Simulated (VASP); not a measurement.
# LiBH in VASP: single point with PBE

Aim: the single point of LiBH with PBE.

Everything below comes from runs of VASP 6.6.1. Logs are shortened: lines on timing, memory, paths and dates and some standing lists are left out, and cuts for length are marked.

## 1. The cell of the first run

The cell holds a sheet with vacuum, 3 atoms: a = 2.462 Å, b = 2.462 Å, c = 17.000 Å, α = 90.00°, β = 90.00°, γ = 120.00°.

## 2. Single point, PBE

INCAR reads:

```
  ALGO = Normal
  DIPOL = 0.5 0.5 0.494
  EDIFF = 1E-6
  ENCUT = 520
  GGA = PE
  IDIPOL = 3
  ISIF = 2
  ISMEAR = 0
  LASPH = True
  LCHARG = False
  LDIPOL = True
  LREAL = False
  LWAVE = False
  NBANDS = 10
  NELM = 100
  PREC = Accurate
  SIGMA = 0.1
```

KPOINTS reads:

```
k-points
0
Gamma
  12 12 1
```

POSCAR reads:

```
LiBH
1.0
    2.4615932800      0.0000000000      0.0000000000
   -1.2307963800      2.1318022800      0.0000000000
    0.0000000000      0.0000000000     17.0000000000
Li B H
1 1 1
Direct
    0.0000000000      0.0000000000      0.4812941200
    0.6666666700      0.3333333300      0.5709592200
    0.3333333300      0.6666666700      0.4290407800
```

Potentials or basis: VASP PAW PBE potentials, release 64 (Li_sv, B, H).

Run with:

```
> cat potpaw_PBE.64/Li_sv/POTCAR potpaw_PBE.64/B/POTCAR potpaw_PBE.64/H/POTCAR > POTCAR
> mpirun -np 1 vasp_std > vasp.out
```

OUTCAR:

```text
EDIFF = 1E-6
   ENCUT = 520
   GGA = PE
   ISIF = 2
   ISMEAR = 0
   LASPH = True
   LREAL = False
   NELM = 100
   PREC = Accurate

 ion  position               nearest neighbor table
   1  0.000  0.000  0.481-   3 1.68   3 1.68   3 1.68   2 2.08   2 2.08   2 2.08
   2  0.667  0.333  0.571-   1 2.08   1 2.08   1 2.08
   3  0.333  0.667  0.429-   1 1.68   1 1.68   1 1.68

  LATTYP: Found a hexagonal cell.
 ALAT       =     2.4615932800
 C/A-ratio  =     6.9060962012

  Lattice vectors:

 A1 = (   2.4615932800,   0.0000000000,   0.0000000000)
 A2 = (  -1.2307963800,   2.1318022800,   0.0000000000)
 A3 = (   0.0000000000,   0.0000000000,  17.0000000000)

Analysis of symmetry for initial positions (statically):
=====================================================================
 Subroutine PRICEL returns:
 Original cell was already a primitive cell.

 Routine SETGRP: Setting up the symmetry group for a
 hexagonal supercell.

 Subroutine GETGRP returns: Found  6 space group operations
 (whereof  6 operations were pure point group operations)
 out of a pool of 24 trial point group operations.

The static configuration has the point symmetry C_3v.

Analysis of symmetry for dynamics (positions and initial velocities):
=====================================================================
 Subroutine PRICEL returns:
 Original cell was already a primitive cell.

 Routine SETGRP: Setting up the symmetry group for a
 hexagonal supercell.

 Subroutine GETGRP returns: Found  6 space group operations
 (whereof  6 operations were pure point group operations)
 out of a pool of 24 trial point group operations.

The dynamic configuration has the point symmetry C_3v.

 Subroutine INISYM returns: Found  6 space group operations
 (whereof  6 operations are pure point group operations),
 and found     1 'primitive' translations

----------------------------------------------------------------------------------------

                                     Primitive cell

  volume of cell :      89.2097

  direct lattice vectors                    reciprocal lattice vectors
     2.461593280  0.000000000  0.000000000     0.406240953  0.234543278  0.000000000
    -1.230796380  2.131802280  0.000000000     0.000000000  0.469086655  0.000000000
     0.000000000  0.000000000 17.000000000     0.000000000  0.000000000  0.058823529

  length of vectors
     2.461593280  2.461593120 17.000000000     0.469086624  0.469086655  0.058823529

  position of ions in fractional coordinates (direct lattice)
     0.000000000  0.000000000  0.481294120
     0.666666670  0.333333330  0.570959220
     0.333333330  0.666666670  0.429040780

  ion indices of the primitive-cell ions
   primitive index   ion index
                 1           1
                 2           2
                 3           3

----------------------------------------------------------------------------------------

 KPOINTS: k-points

Automatic generation of k-mesh.
 Grid dimensions read from file:
 generate k-points for:   12   12    1

 Generating k-lattice:

  Cartesian coordinates                     Fractional coordinates (reciprocal lattice)
     0.033853413  0.019545273  0.000000000     0.083333333  0.000000000  0.000000000
     0.000000000  0.039090555  0.000000000     0.000000000  0.083333333  0.000000000
     0.000000000  0.000000000  0.058823529     0.000000000  0.000000000  1.000000000

  Length of vectors
     0.039090552  0.039090555  0.058823529

  Shift w.r.t. Gamma in fractional coordinates (k-lattice)
     0.000000000  0.000000000  0.000000000

 Subroutine IBZKPT returns following result:
 ===========================================

 Found     19 irreducible k-points:

 Following reciprocal coordinates:
            Coordinates               Weight
  0.000000  0.000000  0.000000      1.000000
  0.083333  0.000000  0.000000      6.000000
  0.166667  0.000000  0.000000      6.000000
  0.250000  0.000000  0.000000      6.000000
  0.333333  0.000000  0.000000      6.000000
  0.416667  0.000000  0.000000      6.000000
[... 11 lines left out ...]
  0.333333  0.250000  0.000000     12.000000
  0.333333  0.333333  0.000000      2.000000
   k-points           NKPTS =     19   k-points in BZ     NKDIM =     19   number of bands    NBANDS=     10
   number of dos      NEDOS =    301   number of ions     NIONS =      3
   total plane-waves  NPLWV =  40824
   dimension x,y,z NGX =    18 NGY =   18 NGZ =  126
   dimension x,y,z NGXF=    36 NGYF=   36 NGZF=  252
   ions per type =               1   1   1
   NGX,Y,Z   is equivalent  to a cutoff of  12.16, 12.16, 12.32 a.u.
   NGXF,Y,Z  is equivalent  to a cutoff of  24.31, 24.31, 24.64 a.u.
 SYSTEM =  unknown system
   PREC   = accura    normal or accurate (medium, high low for compatibility)
   ISTART =      0    job   : 0-new  1-cont  2-samecut
   ICHARG =      2    charge: 1-file 2-atom 10-const
   ISPIN  =      1    spin polarized calculation?
   LNONCOLLINEAR =      F non collinear calculations
   LSORBIT =      F    spin-orbit coupling
   LASPH  =      T    aspherical Exc in radial PAW
   ENCUT  =  520.0 eV  38.22 Ry    6.18 a.u.   4.58  4.58 31.61*2*pi/ulx,y,z
   NELM   =    100;   NELMIN=  2; NELMDL= -5     # of ELM steps
   EDIFF  = 0.1E-05   stopping-criterion for ELM
   LREAL  =      F    real-space projection
   EDIFFG = 0.1E-04   stopping-criterion for IOM
   NSW    =      0    number of steps for IOM
   IBRION =     -1    ionic relax: 0-MD 1-quasi-New 2-CG
   NFREE  =      0    steps in history (QN), initial steepest desc. (CG)
   ISIF   =      2    stress and relaxation
   ISYM   =      2    0-nonsym 1-usesym 2-fastsym
   POTIM  = 0.5000    time-step for ionic-motion
   TEBEG  =    0.0;   TEEND  =   0.0 temperature during run
   PSTRESS=    0.0 pullay stress
   NELECT =       7.0000    total number of electrons
   NUPDOWN=      -1.0000    fix difference up-down
   EMIN   =  10.00;   EMAX   =-10.00  energy-range for DOS
   EFERMI =   0.00;   METHOD = LEGACY
   ISMEAR =     0;   SIGMA  =   0.10  broadening in eV -4-tet -1-fermi 0-gaus
   EFERMI_NEDOS =   21; number of points for ismear=-14 and -15
   IALGO  =     38    algorithm
   IMIX   =      4    mixing-type and parameters
     AMIX     =   0.40;   BMIX     =  1.00
     AMIX_MAG =   1.60;   BMIX_MAG =  1.00
  volume/ion in A,a.u.               =      29.74       200.67
  Fermi-wavevector in a.u.,A,eV,Ry     =   0.700869  1.324450  6.683416  0.491217
  Thomas-Fermi vector in A             =   1.785140
   LORBIT       =      0    0 simple, 1 ext, 2 COOP (PROOUT), +10 PAW based schemes
   GGA     = PE    functional components
   LHFCALC =     F    Hartree Fock is set to
   AEXX    =    0.0000 exact exchange contribution
   IVDW    =     0    specifies the selected vdW correction
   LEPSILON=     F    determine dielectric tensor
   LRPA    =     F    only Hartree local field effects (RPA)
 non-spin polarized calculation
 Gauss-broadening in eV      SIGMA  =   0.10
  energy-cutoff  :      520.00
  volume of cell :       89.21
 maximum number of plane-waves:      2436
   NGX =  9   NGY =  9   NGZ = 63

 number of electron       6.9999995 magnetization

 dipolmoment           0.000000      0.000000     -0.031441 electrons x Angstroem

 Free energy of the ion-electron system (eV)
  ---------------------------------------------------
  ext. energy  EPLUGINS =         0.00000000
  ---------------------------------------------------
  free energy    TOTEN  =        -8.16607332 eV

  energy without entropy =       -8.15232044  energy(sigma->0) =       -8.15919688

 E-fermi :  -3.9145     XC(G=0):  -3.3771

 val. band max:       -3.9257237939   @ k =   0.2500   0.0000   0.0000
 cond. band min:      -3.9029150726   @ k =   0.4167   0.1667   0.0000
 fundamental gap:      0.0228087212
 Fermi energy:        -3.9144521509

 k-point     1 :       0.0000    0.0000    0.0000
  band No.  band energies     occupation
      1     -47.7091      2.00000
      2     -13.6676      2.00000
      3      -8.1821      2.00000
      4      -5.5449      2.00000
      5       1.1024      0.00000
      6       2.1029      0.00000
      7       2.9060      0.00000
      8       3.9403      0.00000
      9       5.0302      0.00000
     10       5.0302      0.00000

 k-point     2 :       0.0833    0.0000    0.0000
  band No.  band energies     occupation
      1     -47.6998      2.00000
      2     -13.4913      2.00000
      3      -8.0378      2.00000
      4      -5.3568      2.00000
      5       1.3158      0.00000
      6       2.3111      0.00000
      7       3.1250      0.00000
      8       4.0456      0.00000
      9       4.4483      0.00000
     10       4.7459      0.00000

 k-point     3 :       0.1667    0.0000    0.0000
  band No.  band energies     occupation
      1     -47.6740      2.00000
      2     -12.9632      2.00000
      3      -7.6135      2.00000
      4      -4.8027      2.00000
      5       1.8560      0.00000
      6       2.4985      0.00000
      7       3.0499      0.00000
      8       3.8037      0.00000
      9       4.0555      0.00000
     10       4.8305      0.00000

 k-point     4 :       0.2500    0.0000    0.0000
  band No.  band energies     occupation
      1     -47.6388      2.00000
      2     -12.0867      2.00000
      3      -6.9446      2.00000
      4      -3.9257      1.12665
      5       0.0590      0.00000
      6       3.1085      0.00000
      7       3.2578      0.00000
      8       4.0177      0.00000
      9       4.8719      0.00000
     10       5.8419      0.00000

 k-point     5 :       0.3333    0.0000    0.0000
  band No.  band energies     occupation
      1     -47.6035      2.00000
      2     -10.8699      2.00000
      3      -6.1474      2.00000
      4      -2.9245      0.00000
      5      -2.2623      0.00000
      6       2.5746      0.00000
      7       4.4741      0.00000
      8       5.0783      0.00000
      9       6.1037      0.00000
     10       6.9191      0.00000

 k-point     6 :       0.4167    0.0000    0.0000
  band No.  band energies     occupation
      1     -47.5775      2.00000
      2      -9.3379      2.00000
      3      -5.8867      2.00000
      4      -4.1609      1.99951
      5      -1.8008      0.00000
      6       2.1273      0.00000
      7       4.1726      0.00000
      8       6.3037      0.00000
      9       7.2168      0.00000
     10       7.8010      0.00000
[... 118 lines left out ...]
 k-point    16 :       0.4167    0.1667    0.0000
  band No.  band energies     occupation
      1     -47.5599      2.00000
      2      -7.2739      2.00000
      3      -6.6572      2.00000
      4      -3.9029      0.87039
      5      -1.6953      0.00000
      6      -0.4927      0.00000
      7       4.5445      0.00000
      8       6.0645      0.00000
      9       8.9454      0.00000
     10       9.4782      0.00000

 k-point    17 :       0.2500    0.2500    0.0000
  band No.  band energies     occupation
      1     -47.5682      2.00000
      2      -8.9670      2.00000
      3      -4.9222      2.00000
      4      -3.3017      0.00000
      5      -1.9979      0.00000
      6      -1.4308      0.00000
      7       4.8035      0.00000
      8       6.7989      0.00000
      9       7.5919      0.00000
     10       8.3630      0.00000

 k-point    18 :       0.3333    0.2500    0.0000
  band No.  band energies     occupation
      1     -47.5552      2.00000
      2      -7.2975      2.00000
      3      -5.3380      2.00000
      4      -3.9325      1.20144
      5      -2.8092      0.00000
      6      -1.1552      0.00000
      7       4.9057      0.00000
      8       6.7717      0.00000
      9       8.1245      0.00000
     10       9.1434      0.00000

 k-point    19 :       0.3333    0.3333    0.0000
  band No.  band energies     occupation
      1     -47.5505      2.00000
      2      -5.7305      2.00000
      3      -5.6185      2.00000
      4      -4.9555      2.00000
      5      -3.1027      0.00000
      6      -1.2569      0.00000
      7       5.3716      0.00000
      8       6.9847      0.00000
      9       7.3843      0.00000
     10       8.9877      0.00000

------------------------ aborting loop because EDIFF is reached ----------------------------------------

 vacuum level on the upper side and lower side of the slab       (xc-potential included)        -0.736         0.432

  FORCE on cell =-STRESS in cart. coord.  units (eV):
  Direction    XX          YY          ZZ          XY          YZ          ZX
  --------------------------------------------------------------------------------------
  -------------------------------------------------------------------------------------
  Total       -1.1841127     -1.1841126      2.8976138     -0.0000001      0.0000000     -0.0000000
  in kB      -21.2662773    -21.2662766     52.0401982     -0.0000026      0.0000000     -0.0000000
  external PRESSURE =       3.1692148 kB  Pullay stress =       0.0000000 kB

 VOLUME and BASIS-vectors are now :
 -----------------------------------------------------------------------------
  energy-cutoff  :      520.00
  volume of cell :       89.21
      direct lattice vectors                 reciprocal lattice vectors
     2.461593280  0.000000000  0.000000000     0.406240953  0.234543278  0.000000000
    -1.230796380  2.131802280  0.000000000     0.000000000  0.469086655  0.000000000
     0.000000000  0.000000000 17.000000000     0.000000000  0.000000000  0.058823529

 POSITION                                       TOTAL-FORCE (eV/Angst)
 -----------------------------------------------------------------------------------
      0.00000      0.00000      8.18200         0.000000      0.000000     -1.773259
      1.23080      0.71060      9.70631        -0.000000      0.000000      1.867006
      0.00000      1.42120      7.29369         0.000000     -0.000000     -0.093747
 -----------------------------------------------------------------------------------
    total drift:                                0.000000      0.000000      0.000323

  FREE ENERGIE OF THE ION-ELECTRON SYSTEM (eV)
  ---------------------------------------------------
  free  energy   TOTEN  =        -8.1660733166 eV

  energy  without entropy=       -8.1523204353  energy(sigma->0) =       -8.15919688

 vacuum level on the upper side and lower side of the slab         1.421         2.672
```

Wall time 43 s (1 thread of Intel Xeon 8259CL, shared host); peak memory 0.19 GiB.

What came out:

```
Free energy   : -8.1661 eV
Largest force : 1.867 eV/Å
```

Forces in eV/Å, atoms in the order of the input:
```
Li   0.000  0.000 -1.773
B    0.000  0.000  1.867
H    0.000  0.000 -0.094
```

Caveat: the cutoff is under 1.25 times the usual one of these potentials, so pressure, stress and relaxed cells hold a basis-set (Pulay) error.
